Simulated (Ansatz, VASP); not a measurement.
## One calculation of ZrC, two programs

The input INCAR:

```
PREC = Accurate
ENCUT = 520
EDIFF = 1E-8
ISMEAR = -1
SIGMA = 0.05
LREAL = F
LASPH = T
NELM = 100
ALGO = Normal
ISIF = 2
LWAVE = F
LCHARG = F
GGA = PS
LEFG = T
NBANDS = 15
```

Contents of KPOINTS:

```
regular mesh
0
Gamma
  15 15 15
```

The input POSCAR:

```
ZrC
1.0
    0.0000000000      2.4207163000      2.3502100000
    2.4207163000      0.0000000000      2.3502100000
    2.4207163000      2.4207163000      0.0000000000
Zr C
1 1
Direct
    0.5000000000      0.5000000000      0.5000000000
    0.0000000000      0.0000000000      0.0000000000
```

Input for Ansatz:

```yaml
crystal:
  lattice:
    - [0.0, 2.4207163, 2.35021]
    - [2.4207163, 0.0, 2.35021]
    - [2.4207163, 2.4207163, 0.0]
  atoms:
    - { symbol: Zr, position: [0.5, 0.5, 0.5] }
    - { symbol: C, position: [0.0, 0.0, 0.0] }
kpoints:
  mp_grid: { grid: [15, 15, 15] }
scf:
  occupations: { method: fermi_dirac, width: 0.05 }
hamiltonian:
  xc: pbesol
  pseudopotentials: { kind: paw }
output:
  forces: true
  stress: true
  eigenvalues: true
  efg: { contact_densities: true }
  write_density: true
  write_potential: true
  elf: true
  volumetric_format: npy
```

Change from the starting cell: equal xx and yy strain of +3 %, PAW files.

Alike in both runs: task electric field gradients; functional PBEsol; k mesh 15 × 15 × 15; occupations fermi-dirac, width 0.05 eV; no spin polarisation.

|  | VASP | Ansatz |
| --- | --- | --- |
| version | VASP 6.6.1 | Ansatz 0.2.0 |
| potentials or method | VASP PAW PBE potentials, release 64 (Zr_sv, C) | PAW with Ansatz's default frozen-core files, scalar-relativistic |
| plane-wave cutoff (eV) | 520 | 420 |
| valence electrons in the cell | 16 | 16 |

VASP gave:

```
pressure (GPa)                                                : -15.3
traceless stress, the component that is largest in VASP (GPa) : 5.57
size of Vzz on the site where it differs most (V/Å²)          : 41.9
```

Problem. What did Ansatz give for the same quantities?

Solution. Pressure (GPa): -15.6; traceless stress, the component that is largest in VASP (GPa): 5.52; size of Vzz on the site where it differs most (V/Å²): 42.9.

VASP's potentials were made for PBE, not for PBEsol.
